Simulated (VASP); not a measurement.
# Ru (P2_1/m) in VASP: single point with PBEsol

Aim: the single point of Ru with PBEsol.

Everything below comes from runs of VASP 6.6.1. Logs are shortened: lines on timing, memory, paths and dates and some standing lists are left out, and cuts for length are marked.

### 1 The cell of the first run

The typed cell holds 4 atoms: a = 4.001 Å, b = 5.658 Å, c = 2.739 Å, α = 58.88°, β = 90.00°, γ = 90.00°.

### 2 Single point, PBEsol

INCAR reads:

```
SYSTEM = Ru
PREC = Accurate
ENCUT = 520
EDIFF = 1E-6
ISMEAR = 0
SIGMA = 0.1
LREAL = .FALSE.
LASPH = .TRUE.
NELM = 60
ALGO = Fast
ISIF = 2
LWAVE = .FALSE.
LCHARG = .FALSE.
GGA = PS
NBANDS = 36
```

KPOINTS reads:

```
Automatic mesh
0
G
  9 6 15
  0 0 0
```

POSCAR reads:

```
Ru
1.0
    4.0007768068      0.0000000000      0.0000000000
    0.0000000000      5.6579526996      0.0011680346
    0.0000000000      1.4149719962      2.3448439925
Ru
4
Direct
    0.2500000000      0.1656280408      0.3370216002
    0.2500000000      0.6656280408      0.3370216002
    0.7500000000      0.3343719592      0.6629783998
    0.7500000000      0.8343719592      0.6629783998
```

Potentials or basis: VASP PAW PBE potentials, release 64 (Ru_pv).

On the command line:

```
$ cat potpaw_PBE.64/Ru_pv/POTCAR > POTCAR
$ mpirun -np 1 vasp_std > vasp.out
```

OUTCAR:

```text
SYSTEM = Ru
   PREC = Accurate
   ENCUT = 520
   EDIFF = 1E-6
   ISMEAR = 0
   LREAL = .FALSE.
   LASPH = .TRUE.
   NELM = 60
   ISIF = 2
   GGA = PS

 ion  position               nearest neighbor table
   1  0.250  0.166  0.337-   3 2.55   3 2.55   4 2.57   4 2.57   3 2.57   3 2.57   2 2.74   2 2.74
                             2 2.83   2 2.83
   2  0.250  0.666  0.337-   4 2.55   4 2.55   3 2.57   3 2.57   4 2.57   4 2.57   1 2.74   1 2.74
                             1 2.83   1 2.83
   3  0.750  0.334  0.663-   1 2.55   1 2.55   2 2.57   2 2.57   1 2.57   1 2.57   4 2.74   4 2.74
                             4 2.83   4 2.83
   4  0.750  0.834  0.663-   2 2.55   2 2.55   1 2.57   1 2.57   2 2.57   2 2.57   3 2.74   3 2.74
                             3 2.83   3 2.83

  LATTYP: Found a simple monoclinic cell.
 ALAT       =     2.7386929545
 B/A-ratio  =     1.4608343736
 C/A-ratio  =     1.7699087258
 COS(beta)  =    -0.0382780294

  Lattice vectors:

 A1 = (   0.0000000000,   1.4149719962,   2.3448439925)
 A2 = (  -4.0007768068,   0.0000000000,   0.0000000000)
 A3 = (   0.0000000000,  -4.2429807034,   2.3436759579)

Analysis of symmetry for initial positions (statically):
=====================================================================
 Subroutine PRICEL returns following result:

  LATTYP: Found a simple monoclinic cell.
 ALAT       =     2.7376930331
 B/A-ratio  =     1.4613679322
 C/A-ratio  =     1.0003652424
 COS(beta)  =    -0.4662959397

  Lattice vectors:

 A1 = (   0.0000000000,   1.4140043536,  -2.3442599752)
 A2 = (  -4.0007768068,   0.0000000000,   0.0000000000)
 A3 = (   0.0000000000,   1.4149719962,   2.3448439925)

   2 primitive cells build up your supercell.

 Routine SETGRP: Setting up the symmetry group for a
 simple monoclinic supercell.

 Subroutine GETGRP returns: Found  4 space group operations
 (whereof  2 operations were pure point group operations)
 out of a pool of  4 trial point group operations.

The static configuration has the point symmetry S_2 .
 The point group associated with its full space group is C_2h.

Analysis of symmetry for dynamics (positions and initial velocities):
=====================================================================
 Subroutine PRICEL returns following result:

  LATTYP: Found a simple monoclinic cell.
 ALAT       =     2.7376930331
 B/A-ratio  =     1.4613679322
 C/A-ratio  =     1.0003652424
 COS(beta)  =    -0.4662959397

  Lattice vectors:

 A1 = (   0.0000000000,   1.4140043536,  -2.3442599752)
 A2 = (  -4.0007768068,   0.0000000000,   0.0000000000)
 A3 = (   0.0000000000,   1.4149719962,   2.3448439925)

   2 primitive cells build up your supercell.

 Routine SETGRP: Setting up the symmetry group for a
 simple monoclinic supercell.

 Subroutine GETGRP returns: Found  4 space group operations
 (whereof  2 operations were pure point group operations)
 out of a pool of  4 trial point group operations.

The dynamic configuration has the point symmetry S_2 .
 The point group associated with its full space group is C_2h.

 Subroutine INISYM returns: Found  4 space group operations
 (whereof  2 operations are pure point group operations),
 and found     2 'primitive' translations

----------------------------------------------------------------------------------------

                                     Primitive cell

  volume of cell :      26.5359

  direct lattice vectors                    reciprocal lattice vectors
     0.000000000  1.414004354 -2.344259975     0.000000000  0.353528792 -0.213333314
    -4.000776807  0.000000000  0.000000000    -0.249951459  0.000000000  0.000000000
     0.000000000  1.414971996  2.344843992     0.000000000  0.353440740  0.213187424

  length of vectors
     2.737693033  4.000776807  2.738692955     0.412908839  0.249951459  0.412758082

  position of ions in fractional coordinates (direct lattice)
     0.331256082  0.750000000  0.668277682
     0.668743918  0.250000000  0.331722318

  ion indices of the primitive-cell ions
   primitive index   ion index
                 1           1
                 2           3

----------------------------------------------------------------------------------------

 KPOINTS: Automatic mesh

Automatic generation of k-mesh.
 Grid dimensions read from file:
 generate k-points for:    9    6   15

 Generating k-lattice:

  Cartesian coordinates                     Fractional coordinates (reciprocal lattice)
     0.027772384  0.000000000  0.000000000     0.111111111  0.000000000  0.000000000
     0.000000000  0.029460733 -0.017777776     0.000000000  0.166666667  0.000000000
     0.000000000 -0.000005870  0.028434716     0.000000000  0.000000000  0.066666667

  Length of vectors
     0.027772384  0.034409070  0.028434716

  Shift w.r.t. Gamma in fractional coordinates (k-lattice)
     0.000000000  0.000000000  0.000000000

 Subroutine IBZKPT returns following result:
 ===========================================

 Found    230 irreducible k-points:

 Following reciprocal coordinates:
            Coordinates               Weight
  0.000000  0.000000  0.000000      1.000000
  0.111111  0.000000  0.000000      2.000000
  0.222222  0.000000  0.000000      2.000000
  0.333333  0.000000  0.000000      2.000000
  0.444444  0.000000  0.000000      2.000000
  0.000000  0.166667  0.000000      2.000000
[... 16 lines left out ...]
  0.222222  0.000000  0.066667      4.000000
  0.333333  0.000000  0.066667      4.000000
 [... further k-points ...]
   k-points           NKPTS =    230   k-points in BZ     NKDIM =    230   number of bands    NBANDS=     36
   number of dos      NEDOS =    301   number of ions     NIONS =      4
   total plane-waves  NPLWV =  25200
   dimension x,y,z NGX =    30 NGY =   42 NGZ =   20
   dimension x,y,z NGXF=    60 NGYF=   84 NGZF=   40
   ions per type =               4
   NGX,Y,Z   is equivalent  to a cutoff of  12.47, 12.34, 12.14 a.u.
   NGXF,Y,Z  is equivalent  to a cutoff of  24.93, 24.68, 24.28 a.u.
 SYSTEM =  Ru
   PREC   = accura    normal or accurate (medium, high low for compatibility)
   ISTART =      0    job   : 0-new  1-cont  2-samecut
   ICHARG =      2    charge: 1-file 2-atom 10-const
   ISPIN  =      1    spin polarized calculation?
   LNONCOLLINEAR =      F non collinear calculations
   LSORBIT =      F    spin-orbit coupling
   LASPH  =      T    aspherical Exc in radial PAW
   ENCUT  =  520.0 eV  38.22 Ry    6.18 a.u.   7.44 10.52  5.09*2*pi/ulx,y,z
   NELM   =     60;   NELMIN=  2; NELMDL= -5     # of ELM steps
   EDIFF  = 0.1E-05   stopping-criterion for ELM
   LREAL  =      F    real-space projection
   EDIFFG = 0.1E-04   stopping-criterion for IOM
   NSW    =      0    number of steps for IOM
   IBRION =     -1    ionic relax: 0-MD 1-quasi-New 2-CG
   NFREE  =      0    steps in history (QN), initial steepest desc. (CG)
   ISIF   =      2    stress and relaxation
   ISYM   =      2    0-nonsym 1-usesym 2-fastsym
   POTIM  = 0.5000    time-step for ionic-motion
   TEBEG  =    0.0;   TEEND  =   0.0 temperature during run
   PSTRESS=    0.0 pullay stress
   NELECT =      56.0000    total number of electrons
   NUPDOWN=      -1.0000    fix difference up-down
   EMIN   =  10.00;   EMAX   =-10.00  energy-range for DOS
   EFERMI =   0.00;   METHOD = LEGACY
   ISMEAR =     0;   SIGMA  =   0.10  broadening in eV -4-tet -1-fermi 0-gaus
   EFERMI_NEDOS =   21; number of points for ismear=-14 and -15
   IALGO  =     68    algorithm
   IMIX   =      4    mixing-type and parameters
     AMIX     =   0.40;   BMIX     =  1.00
     AMIX_MAG =   1.60;   BMIX_MAG =  1.00
  volume/ion in A,a.u.               =      13.27        89.54
  Fermi-wavevector in a.u.,A,eV,Ry     =   1.666670  3.149550 37.794123  2.777790
  Thomas-Fermi vector in A             =   2.752826
   LORBIT       =      0    0 simple, 1 ext, 2 COOP (PROOUT), +10 PAW based schemes
   GGA     = PS    functional components
   LHFCALC =     F    Hartree Fock is set to
   AEXX    =    0.0000 exact exchange contribution
   IVDW    =     0    specifies the selected vdW correction
   LEPSILON=     F    determine dielectric tensor
   LRPA    =     F    only Hartree local field effects (RPA)
 non-spin polarized calculation
 RMM-DIIS sequential band-by-band and
 Gauss-broadening in eV      SIGMA  =   0.10
  energy-cutoff  :      520.00
  volume of cell :       53.07
 maximum number of plane-waves:      1458
 NGX is ok and might be reduce to    30
   NGX = 15   NGY = 21   NGZ = 11

 number of electron      56.0000020 magnetization

 Free energy of the ion-electron system (eV)
  ---------------------------------------------------
  ext. energy  EPLUGINS =         0.00000000
  ---------------------------------------------------
  free energy    TOTEN  =       -40.23923705 eV

  energy without entropy =      -40.22515781  energy(sigma->0) =      -40.23219743

 E-fermi :  13.1510     XC(G=0): -14.4095

 val. band max:       13.1477046663   @ k =   0.2222  -0.1667   0.1333
 cond. band min:      13.1512750519   @ k =   0.2222   0.0000   0.0667
 fundamental gap:      0.0035703856
 Fermi energy:        13.1509965588

 k-point     1 :       0.0000    0.0000    0.0000
  band No.  band energies     occupation
      1     -30.6926      2.00000
      2     -30.2625      2.00000
      3     -30.1513      2.00000
      4     -29.9982      2.00000
      5     -29.8480      2.00000
      6     -29.6940      2.00000
[... 28 lines left out ...]
     35      16.9698      0.00000
     36      18.8846      0.00000

 k-point     2 :       0.1111    0.0000    0.0000
  band No.  band energies     occupation
      1     -30.6514      2.00000
      2     -30.3618      2.00000
      3     -30.0672      2.00000
      4     -30.0273      2.00000
      5     -29.8410      2.00000
      6     -29.6852      2.00000
[... 28 lines left out ...]
     35      16.7754      0.00000
     36      18.7546      0.00000

 k-point     3 :       0.2222    0.0000    0.0000
  band No.  band energies     occupation
      1     -30.5320      2.00000
      2     -30.4620      2.00000
      3     -30.2056      2.00000
      4     -29.8560      2.00000
      5     -29.8072      2.00000
      6     -29.6600      2.00000
[... 28 lines left out ...]
     35      16.1951      0.00000
     36      18.3579      0.00000
[... 742 lines left out ...]
 k-point    23 :       0.2222    0.0000    0.0667
  band No.  band energies     occupation
      1     -30.5215      2.00000
      2     -30.4470      2.00000
      3     -30.1924      2.00000
      4     -29.9006      2.00000
      5     -29.7745      2.00000
      6     -29.6716      2.00000
[... 28 lines left out ...]
     35      16.1098      0.00000
     36      18.8261      0.00000

 k-point    24 :       0.3333    0.0000    0.0667
  band No.  band energies     occupation
      1     -30.4983      2.00000
      2     -30.3446      2.00000
      3     -30.3298      2.00000
      4     -29.8078      2.00000
      5     -29.6664      2.00000
      6     -29.6532      2.00000
[... 28 lines left out ...]
     35      15.7874      0.00000
     36      18.0740      0.00000

 [... further k-points ...]
[... 5 lines left out ...]
  --------------------------------------------------------------------------------------
  -------------------------------------------------------------------------------------
  Total       10.5004763     -4.6442116     -0.0270868      0.0000000     -0.0002410      0.0000000
  in kB      316.9976902   -140.2035772     -0.8177199      0.0000000     -0.0072760      0.0000000
  external PRESSURE =      58.6587977 kB  Pullay stress =       0.0000000 kB

 VOLUME and BASIS-vectors are now :
 -----------------------------------------------------------------------------
  energy-cutoff  :      520.00
  volume of cell :       53.07
      direct lattice vectors                 reciprocal lattice vectors
     4.000776807  0.000000000  0.000000000     0.249951459  0.000000000  0.000000000
     0.000000000  5.657952700  0.001168035     0.000000000  0.176764396 -0.106666657
     0.000000000  1.414971996  2.344843992     0.000000000 -0.000088051  0.426520738

 POSITION                                       TOTAL-FORCE (eV/Angst)
 -----------------------------------------------------------------------------------
      1.00019      1.41399      0.79046        -0.000000      0.000058      0.002493
      1.00019      4.24297      0.79104         0.000000      0.000058      0.002493
      3.00058      2.82996      1.55497         0.000000     -0.000058     -0.002493
      3.00058      5.65893      1.55556         0.000000     -0.000058     -0.002493
 -----------------------------------------------------------------------------------
    total drift:                                0.000000      0.000000     -0.000000

  FREE ENERGIE OF THE ION-ELECTRON SYSTEM (eV)
  ---------------------------------------------------
  free  energy   TOTEN  =       -40.2392370549 eV

  energy  without entropy=      -40.2251578116  energy(sigma->0) =      -40.23219743
```

Run time: 2.8 min. Hardware: 1 thread of Intel Xeon 6975P-C (Granite Rapids), shared host; peak memory 0.39 GiB.

What came out:

```yaml
Free_energy: -40.2392 eV
Pressure: 5.9 GPa
Band_gap_on_the_k_mesh: zero (band 28 reaches 14.42 eV, above the bottom of band 29 at 12.34 eV)
```

Forces on the atoms (eV/Å):
```
Ru   0.000  0.000  0.002
Ru   0.000  0.000  0.002
Ru   0.000  0.000 -0.002
Ru   0.000  0.000 -0.002
```

Levels at points of the mesh, in eV from the Fermi level:
```
           k point  band 24  band 25  band 26  band 27  band 28  band 29  band 30  band 31  band 32  band 33
(0.00, 0.00, 0.00)    -2.02    -1.73    -1.67    -1.52    -1.20     0.81     1.19     1.26     1.51     2.39
(0.00, 0.50, 0.00)    -2.14    -1.32    -1.32    -1.11    -1.11    -0.40    -0.40    -0.13    -0.13     1.95
```

Caveat: the PAW data sets were made with another functional, which shifts forces and pressure a little.
